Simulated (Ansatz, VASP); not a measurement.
# Two plane-wave programs on KZrN

The input INCAR:

```
SYSTEM = KZrN
  ALGO = Normal
  EDIFF = 1E-7
  ENCUT = 520
  GGA = PE
  ISIF = 2
  ISMEAR = 0
  LASPH = .True.
  LCHARG = .True.
  LELF = .True.
  LREAL = .False.
  LVHAR = .True.
  LWAVE = .False.
  NBANDS = 35
  NELM = 80
  PREC = Accurate
  SIGMA = 0.1
```

Contents of KPOINTS:

```
k-points
0
Gamma
  4 4 4
  0 0 0
```

POSCAR

```
KZrN
1.0
    4.2925780100      0.0000000000      0.0000000000
    0.0000000000      4.2925780100      0.0000000000
    0.0000000000      0.0000000000      6.9945549200
K Zr N
2 2 2
Direct
    0.0000000000      0.5000000000      0.1900000000
    0.5000000000      0.0000000000      0.8100000000
    0.0000000000      0.0000000000      0.0000000000
    0.5000000000      0.5000000000      0.0000000000
    0.0000000000      0.5000000000      0.6800000100
    0.5000000000      0.0000000000      0.3199999900
```

Input for Ansatz:

```yaml
crystal:
  lattice:
    - [4.29257801, 0.0, 0.0]
    - [0.0, 4.29257801, 0.0]
    - [0.0, 0.0, 6.99455492]
  atoms:
    - { symbol: K, position: [0.0, 0.5, 0.19] }
    - { symbol: K, position: [0.5, 0.0, 0.81] }
    - { symbol: Zr, position: [0.0, 0.0, 0.0] }
    - { symbol: Zr, position: [0.5, 0.5, 0.0] }
    - { symbol: "N", position: [0.0, 0.5, 0.68000001] }
    - { symbol: "N", position: [0.5, 0.0, 0.31999999] }
basis:
  ecutwfc: 420
kpoints:
  mp_grid: { grid: [4, 4, 4] }
hamiltonian:
  xc: pbe
scf:
  occupations: { method: gaussian, width: 0.1 }
  lower_state_search: "off"
output:
  forces: true
  stress: true
  eigenvalues: true
```

Change from the starting cell: species swapped into the BaHI type (P4/nmm, No. 129).

Alike in both runs: task single point; functional PBE; k mesh 4 × 4 × 4; occupations gaussian, width 0.1 eV; no spin polarisation.

|  | VASP | Ansatz |
| --- | --- | --- |
| version | VASP 6.6.1 | Ansatz 0.2.0 |
| potentials or method | VASP PAW PBE potentials, release 64 (K_sv, Zr_sv, N), cutoff 520 eV | scalar-relativistic, plane waves, PAW |
| valence electrons in the cell | 52 | 52 |

```tsv
	VASP	Ansatz	Ansatz less VASP
pressure (GPa)	3.9	3.3	-0.61
traceless stress, the component that is largest in VASP (GPa)	-13.42	-13.28	+0.140
rms of the force components (eV/Å)	2.469	2.430	-0.0384
```

Atom by atom the forces differ by 0.051 eV/Å (rms over components).

The k mesh is coarse, so the values compare programs but aren't converged.
